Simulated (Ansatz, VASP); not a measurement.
**Ga in VASP and in Ansatz**

```
Ga
1.0
     2.01503    1.16338    1.35185
    -2.01503    1.16338    1.35185
     0.00000   -2.32675    1.35185
Ga
1
Cartesian
  0.0000 0.0000 2.0278
```

Alike in both runs: task relaxation of cell and atoms; functional r2SCAN; k mesh 21 × 21 × 21; occupations gaussian, width 0.1 eV; no spin polarisation.

|  | VASP | Ansatz |
| --- | --- | --- |
| version | VASP 6.6.1 | Ansatz 0.2.0 |
| potentials or method | VASP PAW PBE potentials, release 64 (Ga_d), cutoff 600 eV | scalar-relativistic, plane waves, PAW |
| valence electrons in the cell | 13 | 13 |

|  | VASP | Ansatz | Ansatz less VASP |
| --- | --- | --- | --- |
| gap on the k mesh at the Fermi level, each at its own relaxed structure (eV) | none | none | - |
| relaxed volume (Å³/atom) | 18.99 | 19.00 | +0.010 |
| relaxed cell length with the largest relative difference (Å) | 2.694 | 2.694 | +0.0001 |

VASP's potentials were made for PBE, not for r2SCAN. A gap of «none» marks a metal or a gap that the smearing closes.
